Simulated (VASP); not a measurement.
**H6C2O: single point with PBE+D3(BJ)**

H6C2O:

```
C O H
1.0
     7.04192    0.00000    0.00000
     0.00000    7.04192    0.00000
     0.00000    0.00000    7.04192
C O H
8 4 24
Direct
  0.64660 0.98861 0.95136
  0.60918 0.11974 0.11663
  0.72151 0.49701 0.47964
  0.53683 0.60351 0.49749
  0.15538 0.17156 0.63923
  0.10537 0.08175 0.45770
  0.04561 0.54925 0.99742
  0.10578 0.74960 0.94563
  0.44217 0.23465 0.06167
  0.43414 0.58846 0.31604
  0.06598 0.88186 0.49335
  0.11219 0.84646 0.11363
  0.42691 0.32608 0.16288
  0.58875 0.03525 0.24885
  0.73649 0.20452 0.11704
  0.79987 0.95294 0.94511
  0.56137 0.85646 0.97341
  0.60546 0.04344 0.80566
  0.33694 0.68521 0.31108
  0.44491 0.55236 0.61451
  0.56902 0.76125 0.52365
  0.81225 0.54496 0.60696
  0.70968 0.34461 0.47568
  0.79696 0.54184 0.34617
  0.06984 0.80916 0.36342
  0.98925 0.15501 0.38874
  0.22521 0.08116 0.35936
  0.16956 0.32233 0.63669
  0.03965 0.14763 0.73787
  0.28569 0.10270 0.69515
  0.17971 0.96603 0.09656
  0.24919 0.75841 0.86791
  0.00927 0.81713 0.84570
  0.11904 0.46511 0.88898
  0.10800 0.50931 0.12937
  0.89183 0.52480 0.00709
```

```json
{
  "Program": "VASP 6.6.1",
  "Task": "single point",
  "Functional": "PBE",
  "Dispersion": "D3(BJ)",
  "Potentials or basis": "VASP PAW PBE potentials, release 64 (C, O, H)",
  "Cutoff": "520 eV",
  "k mesh": "1 × 1 × 1",
  "Occupations": "fermi-dirac, width 0.02 eV",
  "Spin": "no spin polarisation"
}
```

```
Pressure                   : -0.1 GPa
Largest force              : 2.830 eV/Å
Band gap on the k mesh     : 4.93 eV
Dispersion energy per atom : -0.040 eV
```

Forces on the atoms (eV/Å):
```
C   -0.404 -1.429 -0.843
C   -0.884  0.182 -1.591
C    1.295  1.490  0.620
C   -0.359  1.300 -0.625
C    0.581 -0.862  1.134
C    0.389 -1.335 -0.978
C    0.431  0.075 -1.659
C    0.803 -1.082 -1.781
O    0.761 -1.106  0.628
O    0.576 -0.496  0.454
O   -0.210 -1.062 -1.475
O    0.433  1.835  2.110
H   -0.221  0.770  0.380
H    0.027  0.477 -0.158
H    0.367  0.963  0.847
H   -0.568 -0.075  0.082
H    0.490  0.223 -0.345
H    0.230  0.120  1.081
H   -0.320  0.270  0.040
H    0.187 -0.009 -0.093
H   -0.240 -1.176 -0.105
H   -0.582 -0.695 -1.146
H   -0.223 -0.677  0.186
H   -0.327 -0.095  0.688
H   -0.204  1.659  1.799
H   -0.701  0.090 -0.323
H    0.370  0.506 -0.245
H    0.403  0.973 -0.430
H   -0.335 -0.237  0.519
H   -0.318  0.425  0.110
H   -0.026  0.244  0.079
H   -0.920 -0.477  0.705
H   -0.423  0.036 -0.395
H   -0.641 -0.665  0.067
H    0.499 -0.245  0.983
H    0.064  0.088 -0.317
```

Stress tensor (GPa, compression positive):
```
-1.21 -0.15  0.75
-0.15  1.09  1.89
 0.75  1.89 -0.22
```

Levels at points of the mesh, in eV from the valence-band top:
```csv
k point,band 38,band 39,band 40,band 41,band 42,band 43
"(0.00, 0.00, 0.00)",-0.46,-0.35,0.00,4.93,6.26,6.49
```

It took 29 s on 1 thread of Intel(R) Xeon(R) 6975P-C (Granite Rapids) (shared host), peak memory 0.36 GiB.

Caveat: the k points lie up to 0.89 Å⁻¹ apart, too coarse for converged energies, forces and pressures.
